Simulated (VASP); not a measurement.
# InP (Fm-3m) in VASP: further runs, part 2 of 3

VASP 6.6.1. Earlier steps stand in the parts before.

## Step 3: Single point, PBEsol+D4

This run uses another cell than the first one, of 19.88 Å³/atom, 1.014 times its volume.

Contents of INCAR:

```
  PREC = Accurate
  ENCUT = 520
  EDIFF = 1E-7
  ISMEAR = -1
  SIGMA = 0.05
  LREAL = F
  LASPH = T
  NELM = 100
  ALGO = Normal
  ISIF = 2
  LWAVE = F
  LCHARG = F
  GGA = PS
  IVDW = 13
  NBANDS = 16
```

Contents of KPOINTS:

```
Automatic mesh
0
Gamma
  8 8 8
```

Contents of POSCAR:

```
InP
1.0
    0.0000000000      2.7091399104      2.7091399104
    2.7091399104      0.0000000000      2.7091399104
    2.7091399104      2.7091399104      0.0000000000
In P
1 1
Direct
    0.0000000000      0.0000000000      0.0000000000
    0.5000000000      0.5000000000      0.5000000000
```

Potentials or basis: VASP PAW PBE potentials, release 64 (In_d, P).

Started as:

```console
$ cat potpaw_PBE.64/In_d/POTCAR potpaw_PBE.64/P/POTCAR > POTCAR
$ mpirun -np 1 vasp_std > vasp.out
```

OUTCAR:

```text
PREC = Accurate
   ENCUT = 520
   EDIFF = 1E-7
   ISMEAR = -1
   LREAL = F
   LASPH = T
   NELM = 100
   ISIF = 2
   GGA = PS
   IVDW = 13

 ion  position               nearest neighbor table
   1  0.000  0.000  0.000-   2 2.71   2 2.71   2 2.71   2 2.71   2 2.71   2 2.71
   2  0.500  0.500  0.500-   1 2.71   1 2.71   1 2.71   1 2.71   1 2.71   1 2.71

  LATTYP: Found a face centered cubic cell.
 ALAT       =     5.4182798208

  Lattice vectors:

 A1 = (   0.0000000000,   2.7091399104,   2.7091399104)
 A2 = (   2.7091399104,   0.0000000000,   2.7091399104)
 A3 = (   2.7091399104,   2.7091399104,   0.0000000000)

Analysis of symmetry for initial positions (statically):
=====================================================================
 Subroutine PRICEL returns:
 Original cell was already a primitive cell.

 Routine SETGRP: Setting up the symmetry group for a
 face centered cubic supercell.

 Subroutine GETGRP returns: Found 48 space group operations
 (whereof 48 operations were pure point group operations)
 out of a pool of 48 trial point group operations.

The static configuration has the point symmetry O_h .

Analysis of symmetry for dynamics (positions and initial velocities):
=====================================================================
 Subroutine PRICEL returns:
 Original cell was already a primitive cell.

 Routine SETGRP: Setting up the symmetry group for a
 face centered cubic supercell.

 Subroutine GETGRP returns: Found 48 space group operations
 (whereof 48 operations were pure point group operations)
 out of a pool of 48 trial point group operations.

The dynamic configuration has the point symmetry O_h .

 Subroutine INISYM returns: Found 48 space group operations
 (whereof 48 operations are pure point group operations),
 and found     1 'primitive' translations

----------------------------------------------------------------------------------------

                                     Primitive cell

  volume of cell :      39.7671

  direct lattice vectors                    reciprocal lattice vectors
     0.000000000  2.709139910  2.709139910    -0.184560420  0.184560420  0.184560420
     2.709139910  0.000000000  2.709139910     0.184560420 -0.184560420  0.184560420
     2.709139910  2.709139910  0.000000000     0.184560420  0.184560420 -0.184560420

  length of vectors
     3.831302404  3.831302404  3.831302404     0.319668025  0.319668025  0.319668025

  position of ions in fractional coordinates (direct lattice)
     0.000000000  0.000000000  0.000000000
     0.500000000  0.500000000  0.500000000

  ion indices of the primitive-cell ions
   primitive index   ion index
                 1           1
                 2           2

----------------------------------------------------------------------------------------

 KPOINTS: Automatic mesh

Automatic generation of k-mesh.
 Grid dimensions read from file:
 generate k-points for:    8    8    8

 Generating k-lattice:

  Cartesian coordinates                     Fractional coordinates (reciprocal lattice)
    -0.023070053  0.023070053  0.023070053     0.125000000  0.000000000  0.000000000
     0.023070053 -0.023070053  0.023070053     0.000000000  0.125000000  0.000000000
     0.023070053  0.023070053 -0.023070053     0.000000000  0.000000000  0.125000000

  Length of vectors
     0.039958503  0.039958503  0.039958503

  Shift w.r.t. Gamma in fractional coordinates (k-lattice)
     0.000000000  0.000000000  0.000000000

 Subroutine IBZKPT returns following result:
 ===========================================

 Found     29 irreducible k-points:

 Following reciprocal coordinates:
            Coordinates               Weight
  0.000000  0.000000  0.000000      1.000000
  0.125000  0.000000  0.000000      8.000000
  0.250000  0.000000  0.000000      8.000000
  0.375000  0.000000  0.000000      8.000000
  0.500000  0.000000  0.000000      4.000000
  0.125000  0.125000  0.000000      6.000000
[... 16 lines left out ...]
  0.500000  0.250000  0.125000     48.000000
 -0.375000  0.250000  0.125000     24.000000
 [... further k-points ...]
   k-points           NKPTS =     29   k-points in BZ     NKDIM =     29   number of bands    NBANDS=     16
   number of dos      NEDOS =    301   number of ions     NIONS =      2
   total plane-waves  NPLWV =  21952
   dimension x,y,z NGX =    28 NGY =   28 NGZ =   28
   dimension x,y,z NGXF=    56 NGYF=   56 NGZF=   56
   ions per type =               1   1
   NGX,Y,Z   is equivalent  to a cutoff of  12.15, 12.15, 12.15 a.u.
   NGXF,Y,Z  is equivalent  to a cutoff of  24.30, 24.30, 24.30 a.u.
 SYSTEM =  unknown system
   PREC   = accura    normal or accurate (medium, high low for compatibility)
   ISTART =      0    job   : 0-new  1-cont  2-samecut
   ICHARG =      2    charge: 1-file 2-atom 10-const
   ISPIN  =      1    spin polarized calculation?
   LNONCOLLINEAR =      F non collinear calculations
   LSORBIT =      F    spin-orbit coupling
   LASPH  =      T    aspherical Exc in radial PAW
   ENCUT  =  520.0 eV  38.22 Ry    6.18 a.u.   7.12  7.12  7.12*2*pi/ulx,y,z
   NELM   =    100;   NELMIN=  2; NELMDL= -5     # of ELM steps
   EDIFF  = 0.1E-06   stopping-criterion for ELM
   LREAL  =      F    real-space projection
   EDIFFG = 0.1E-05   stopping-criterion for IOM
   NSW    =      0    number of steps for IOM
   IBRION =     -1    ionic relax: 0-MD 1-quasi-New 2-CG
   NFREE  =      0    steps in history (QN), initial steepest desc. (CG)
   ISIF   =      2    stress and relaxation
   ISYM   =      2    0-nonsym 1-usesym 2-fastsym
   POTIM  = 0.5000    time-step for ionic-motion
   TEBEG  =    0.0;   TEEND  =   0.0 temperature during run
   PSTRESS=    0.0 pullay stress
   NELECT =      18.0000    total number of electrons
   NUPDOWN=      -1.0000    fix difference up-down
   EMIN   =  10.00;   EMAX   =-10.00  energy-range for DOS
   EFERMI =   0.00;   METHOD = LEGACY
   ISMEAR =    -1;   SIGMA  =   0.05  broadening in eV -4-tet -1-fermi 0-gaus
   EFERMI_NEDOS =   21; number of points for ismear=-14 and -15
   IALGO  =     38    algorithm
   IMIX   =      4    mixing-type and parameters
     AMIX     =   0.40;   BMIX     =  1.00
     AMIX_MAG =   1.60;   BMIX_MAG =  1.00
  volume/ion in A,a.u.               =      19.88       134.18
  Fermi-wavevector in a.u.,A,eV,Ry     =   1.256968  2.375325 21.496778  1.579969
  Thomas-Fermi vector in A             =   2.390650
   LORBIT       =      0    0 simple, 1 ext, 2 COOP (PROOUT), +10 PAW based schemes
   GGA     = PS    functional components
   LHFCALC =     F    Hartree Fock is set to
   AEXX    =    0.0000 exact exchange contribution
   IVDW    =    13    specifies the selected vdW correction
   LEPSILON=     F    determine dielectric tensor
   LRPA    =     F    only Hartree local field effects (RPA)
 non-spin polarized calculation
  energy-cutoff  :      520.00
  volume of cell :       39.77
 maximum number of plane-waves:      1090
   NGX = 15   NGY = 15   NGZ = 15

 number of electron      18.0000010 magnetization

 Free energy of the ion-electron system (eV)
  ---------------------------------------------------
  ext. energy  EPLUGINS =         0.00000000
  ---------------------------------------------------
  free energy    TOTEN  =        -8.78547596 eV

  energy without entropy =       -8.77385896  energy(sigma->0) =       -8.77966746

 E-fermi :   7.8748     XC(G=0): -10.8543

 val. band max:        7.8258361576   @ k =   0.3750   0.0000   0.0000
 cond. band min:       7.8797408841   @ k =  -0.3750   0.5000   0.1250
 fundamental gap:      0.0539047265
 Fermi energy:         7.8748347561

 k-point     1 :       0.0000    0.0000    0.0000
  band No.  band energies     occupation
      1      -6.4948      2.00000
      2      -6.4948      2.00000
      3      -6.4695      2.00000
      4      -6.4695      2.00000
      5      -6.4695      2.00000
      6      -4.7727      2.00000
[... 8 lines left out ...]
     15      16.5538      0.00000
     16      16.5538      0.00000
[... 419 lines left out ...]
 k-point    24 :      -0.3750    0.2500    0.1250
  band No.  band energies     occupation
      1      -6.6825      2.00000
      2      -6.5364      2.00000
      3      -6.4567      2.00000
      4      -6.4105      2.00000
      5      -6.3561      2.00000
      6      -1.8395      2.00000
[... 8 lines left out ...]
     15      18.0020      0.00000
     16      20.8628      0.00000

 [... further k-points ...]

------------------------ aborting loop because EDIFF is reached ----------------------------------------

  DFT-D4 for vdW energy calculation

  Edisp (eV):   -0.48931

  FORCE on cell =-STRESS in cart. coord.  units (eV):
  Direction    XX          YY          ZZ          XY          YZ          ZX
  --------------------------------------------------------------------------------------
  -------------------------------------------------------------------------------------
  Total       0.01046     0.01046     0.01046     0.00000     0.00000    -0.00000
  in kB       0.42129     0.42129     0.42129     0.00000     0.00000    -0.00000
  external pressure =        0.42 kB  Pullay stress =        0.00 kB

 VOLUME and BASIS-vectors are now :
 -----------------------------------------------------------------------------
  energy-cutoff  :      520.00
  volume of cell :       39.77
      direct lattice vectors                 reciprocal lattice vectors
     0.000000000  2.709139910  2.709139910    -0.184560420  0.184560420  0.184560420
     2.709139910  0.000000000  2.709139910     0.184560420 -0.184560420  0.184560420
     2.709139910  2.709139910  0.000000000     0.184560420  0.184560420 -0.184560420

 POSITION                                       TOTAL-FORCE (eV/Angst)
 -----------------------------------------------------------------------------------
      0.00000      0.00000      0.00000         0.000000      0.000000      0.000000
      2.70914      2.70914      2.70914        -0.000000     -0.000000     -0.000000
 -----------------------------------------------------------------------------------
    total drift:                               -0.000000      0.000000      0.000000

  FREE ENERGIE OF THE ION-ELECTRON SYSTEM (eV)
  ---------------------------------------------------
  free  energy   TOTEN  =        -9.2747834418 eV

  energy  without entropy=       -9.2631664397  energy(sigma->0) =       -9.26897494
```

It took 27 s on 1 thread of Intel Xeon 8259CL, shared host; peak memory 0.17 GiB.

What came out:

* Free energy: -9.2748 eV
* Pressure: 0.0 GPa
* Band gap on the k mesh: zero (band 9 reaches 8.10 eV, above the bottom of band 10 at 5.26 eV)
* Dispersion energy per atom: -0.245 eV

Levels at points of the mesh, in eV from the Fermi level:
| k point | band 6 | band 7 | band 8 | band 9 | band 10 | band 11 | band 12 | band 13 |
| --- | --- | --- | --- | --- | --- | --- | --- | --- |
| (0.00, 0.00, 0.00) | -12.65 | -0.43 | -0.43 | -0.43 | 0.90 | 6.96 | 6.96 | 6.96 |
| (0.50, 0.00, 0.00) | -10.32 | -7.16 | 0.08 | 0.08 | 2.32 | 3.21 | 3.21 | 5.55 |
| (0.50, 0.50, 0.00) | -8.98 | -5.53 | -2.68 | -2.68 | -2.61 | 3.50 | 10.26 | 10.26 |

Caveat: the PAW data sets were made with another functional, which shifts forces and pressure a little; spin-orbit coupling is left out, which moves the levels of the heavy elements; pairwise dispersion overbinds metals, which lowers pressure and volume.

## Step 4: Single point, RPBE+D4

This run uses another cell than the first one, of 20.20 Å³/atom, 1.030 times its volume.

Contents of INCAR:

```
SYSTEM = InP
PREC = Accurate
ENCUT = 520
EDIFF = 1E-7
ISMEAR = -1
SIGMA = 0.05
LREAL = .False.
LASPH = .True.
NELM = 80
ALGO = Normal
ISIF = 2
LWAVE = .False.
LCHARG = .False.
GGA = RP
IVDW = 13
NBANDS = 16
```

Contents of KPOINTS:

```
regular mesh
0
Gamma
  8 8 8
  0 0 0
```

Contents of POSCAR:

```
InP
1.0
    0.0000000000      2.7234525393      2.7234525393
    2.7234525393      0.0000000000      2.7234525393
    2.7234525393      2.7234525393      0.0000000000
In P
1 1
Direct
    0.0000000000      0.0000000000      0.0000000000
    0.5000000000      0.5000000000      0.5000000000
```

Started as:

```console
$ cat potpaw_PBE.64/In_d/POTCAR potpaw_PBE.64/P/POTCAR > POTCAR
$ mpirun -np 1 vasp_std > vasp.out
```

Wall time 34 s (1 thread of Intel Xeon 8259CL, shared host); peak memory 0.18 GiB.

The run converged. Its results:

```
Free energy                : -8.6997 eV
Pressure                   : -0.1 GPa
Band gap on the k mesh     : zero (band 9 reaches 8.07 eV, above the bottom of band 10 at 5.38 eV)
Dispersion energy per atom : -0.785 eV
```

Levels at points of the mesh, in eV from the Fermi level:
```tsv
k point	band 7	band 8	band 9	band 10	band 11	band 12
(0.00, 0.00, 0.00)	-0.44	-0.44	-0.44	0.91	6.95	6.95
(0.50, 0.00, 0.00)	-7.01	0.03	0.03	2.44	3.29	3.29
(0.50, 0.50, 0.00)	-5.38	-2.62	-2.62	-2.52	3.61	10.25
```

Caveat: the PAW data sets were made with another functional, which shifts forces and pressure a little; spin-orbit coupling is left out, which moves the levels of the heavy elements; pairwise dispersion overbinds metals, which lowers pressure and volume.

(Part 2 of 3 ends here.)
